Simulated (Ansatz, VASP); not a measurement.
# One calculation of ZnS, two programs

```
Zn S
1.0
    -0.08114    2.66408    2.66408
     2.66408   -0.08114    2.66408
     2.66408    2.66408   -0.08114
Zn S
1 1
Direct
  0.00000 0.00000 0.00000
  0.75000 0.75000 0.75000
```

Change from the starting cell: equal xy, yz and zx shear strains of -3 %, crystal datasets.

Alike in both runs: task electric field gradients; functional PBE; k mesh 8 × 8 × 8; occupations fermi-dirac, width 0.01 eV; no spin polarisation.

```csv
,VASP,Ansatz
version,VASP 6.6.1,Ansatz 0.2.0
potentials or method,"VASP PAW PBE potentials, release 64 (Zn, S), cutoff 520 eV","all-electron PAW with datasets made for the crystal, scalar-relativistic"
```

Ansatz gave:

```
gap on the k mesh at the Fermi level (eV)                     : 1.99
pressure (GPa)                                                : 1.7
traceless stress, the component that is largest in VASP (GPa) : 2.21
rms of the force components (eV/Å)                            : 0.204
size of Vzz on the site where it differs most (V/Å²)          : 17.9
```

Estimate VASP's values.

gap on the k mesh at the Fermi level (eV): 1.99; pressure (GPa): 1.8; traceless stress, the component that is largest in VASP (GPa): 2.22; rms of the force components (eV/Å): 0.207; size of Vzz on the site where it differs most (V/Å²): 19.3.

Atom by atom the forces differ by 0.003 eV/Å (rms over components). Ansatz ran all-electron here, and VASP with PAW potentials.
